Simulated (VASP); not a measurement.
Crystal: Mo3H.

```
H Mo
1.0
     4.66134    0.00000    0.00000
     0.00000    4.66134    0.00000
     0.00000    0.00000    4.66134
H Mo
2 6
Direct
  0.00000 0.00000 0.00000
  0.50000 0.50000 0.50000
  0.25000 0.00000 0.50000
  0.50000 0.75000 0.00000
  0.75000 0.00000 0.50000
  0.50000 0.25000 0.00000
  0.00000 0.50000 0.75000
  0.00000 0.50000 0.25000
```

The cell was built from a structure type or drawn by symmetry, and may not be a known phase.

```yaml
Program: VASP 6.6.1
Task: relaxation of cell and atoms
Functional: PBE
Potentials_or_basis: VASP PAW PBE potentials, release 64 (H, Mo_sv)
Cutoff: 600 eV
k_mesh: 4 × 4 × 4
Occupations: gaussian, width 0.2 eV
Spin: no spin polarisation
```

At the start: pressure 16.2 GPa; volume 12.66 Å³/atom.

How do energy, volume and symmetry change on relaxing?

Over 3 steps the energy falls by 43.8 meV/atom and the volume is 13.61 Å³/atom (+7.5 %); space group Pm-3n (No. 223, to 0.1 Å) before and after.

Step by step:
| step | energy change (eV) | largest force (eV/Å) | pressure (GPa) | volume (Å³) |
| --- | --- | --- | --- | --- |
| 1 | 0.0000 | 0.0000 | 16.17 | 101.28 |
| 2 | 0.3914 | 0.0000 | -17.34 | 121.20 |
| 3 | -0.3507 | 0.0000 | -0.41 | 108.90 |

Final structure:
```cif
data_structure
_symmetry_space_group_name_H-M 'P 1'
_symmetry_Int_Tables_number 1
_cell_length_a 4.7754
_cell_length_b 4.7754
_cell_length_c 4.7754
_cell_angle_alpha 90.000
_cell_angle_beta 90.000
_cell_angle_gamma 90.000
_cell_volume 108.90
loop_
_atom_site_label
_atom_site_type_symbol
_atom_site_fract_x
_atom_site_fract_y
_atom_site_fract_z
_atom_site_occupancy
H1 H 0.00000 0.00000 0.00000 1
H2 H 0.50000 0.50000 0.50000 1
Mo1 Mo 0.25000 0.00000 0.50000 1
Mo2 Mo 0.50000 0.75000 0.00000 1
Mo3 Mo 0.75000 0.00000 0.50000 1
Mo4 Mo 0.50000 0.25000 0.00000 1
Mo5 Mo 0.00000 0.50000 0.75000 1
Mo6 Mo 0.00000 0.50000 0.25000 1
```
